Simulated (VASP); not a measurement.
Crystal: BN.

```xyz
4
Lattice="2.3202 0.0000 0.0000 -1.1601 2.1683 0.0000 0.0000 0.0000 7.8078" Properties=species:S:1:pos:R:3 pbc="T T T"
B     0.0000    1.4456    1.9520
B     1.1601    0.7228    5.8559
N     0.0000    1.4456    5.8559
N     1.1601    0.7228    1.9520
```

This cell differs from its parent crystal: normal strain along x -0.0733, normal strain along z +0.1100.

- Program: VASP 6.6.1
- Task: relaxation of the atoms
- Functional: PBEsol
- Potentials or basis: VASP PAW PBE potentials, release 64 (B, N)
- Cutoff: 520 eV
- k mesh: 12 × 12 × 4
- Occupations: gaussian, width 0.05 eV
- Spin: no spin polarisation

At the start: pressure 29.0 GPa; volume 9.82 Å³/atom.

Question: How do energy, volume and symmetry change on relaxing?

Answer: Over 9 steps the energy falls by 11.6 meV/atom; space group Cmcm (No. 63, to 0.05 Å).

Step by step:
```
step  energy change (eV)  largest force (eV/Å)  pressure (GPa)
   1              0.0000                1.5456           29.04
   2              0.8068                7.5112           31.37
   3             -0.0462                0.0140           27.84
   4             -0.0462                0.0209           27.85
   5             -0.0462                0.0192           27.85
   6             -0.0462                0.0157           27.85
   7             -0.0462                0.0153           27.85
   8             -0.0462                0.0134           27.85
   9             -0.0462                0.0095           27.85
```

Final structure:
```
CELL_PARAMETERS angstrom
2.32025 0.00000 0.00000
-1.16012 2.16833 0.00000
0.00000 0.00000 7.80785
ATOMIC_POSITIONS crystal
B 0.33668 0.67336 0.25000
B 0.66332 0.32664 0.75000
N 0.33677 0.67353 0.75000
N 0.66323 0.32647 0.25000
```

Caveat: the cell differs from its parent crystal (normal strain along x -0.0733, normal strain along z +0.1100); the PAW data sets were made with another functional, which shifts forces and pressure a little; this functional lacks dispersion, which binds the layers, so the pressure and a relaxed spacing across them are unreliable.
